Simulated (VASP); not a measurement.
Ca2P3:

```
Ca P
1.0
     7.97665    0.00000    0.00000
     0.00000    7.97665    0.00000
     0.00000    0.00000    4.00732
Ca P
4 6
Direct
  0.38000 0.88000 0.00000
  0.12000 0.38000 0.00000
  0.62000 0.12000 0.00000
  0.88000 0.62000 0.00000
  0.00000 0.00000 0.00000
  0.50000 0.50000 0.00000
  0.18000 0.68000 0.50000
  0.32000 0.18000 0.50000
  0.82000 0.32000 0.50000
  0.68000 0.82000 0.50000
```

| Property | Result |
| --- | --- |
| Program | VASP 6.6.1 |
| Task | relaxation of cell and atoms |
| Functional | PBE |
| Potentials or basis | VASP PAW PBE potentials, release 64 (Ca_sv, P) |
| Cutoff | 600 eV |
| k mesh | 2 × 2 × 4 |
| Occupations | gaussian, width 0.1 eV |
| Spin | no spin polarisation |

At the start: pressure -6.6 GPa; volume 25.50 Å³/atom.

Problem. How do energy, volume and symmetry change on relaxing?

Solution. Over 11 steps the energy falls by 200.1 meV/atom and the volume is 21.91 Å³/atom (-14.1 %); space group P4/mbm (No. 127, to 0.1 Å) before and after.

The path:
```
step  energy change (eV)  largest force (eV/Å)  pressure (GPa)  volume (Å³)
   1              0.0000                2.3018           -6.61       254.97
   2             -1.6866                0.9416           -0.63       218.06
   3             -1.7369                0.5788            1.28       211.31
   4             -1.8660                0.3088            0.69       214.40
   5             -1.9417                0.3714            0.00       218.96
   6             -1.9427                0.3817           -0.07       219.50
   7             -1.9731                0.1984           -0.25       219.77
   8             -1.9811                0.1460           -0.36       220.00
   9             -1.9937                0.0470            0.34       217.57
  10             -1.9938                0.0349            0.43       217.27
  11             -2.0007                0.0198            0.11       219.10
```

Final structure:
```
Ca P
1.0
     7.48238    0.00000    0.00000
     0.00000    7.48238    0.00000
     0.00000    0.00000    3.91348
Ca P
4 6
Direct
  0.35625 0.85625 0.00000
  0.14375 0.35625 0.00000
  0.64375 0.14375 0.00000
  0.85625 0.64375 0.00000
  0.00000 0.00000 0.00000
  0.50000 0.50000 0.00000
  0.17220 0.67220 0.50000
  0.32780 0.17220 0.50000
  0.82780 0.32780 0.50000
  0.67220 0.82780 0.50000
```

Caveat: the k points lie up to 0.42 Å⁻¹ apart in the final cell, too coarse for converged energies and pressures of a metal.
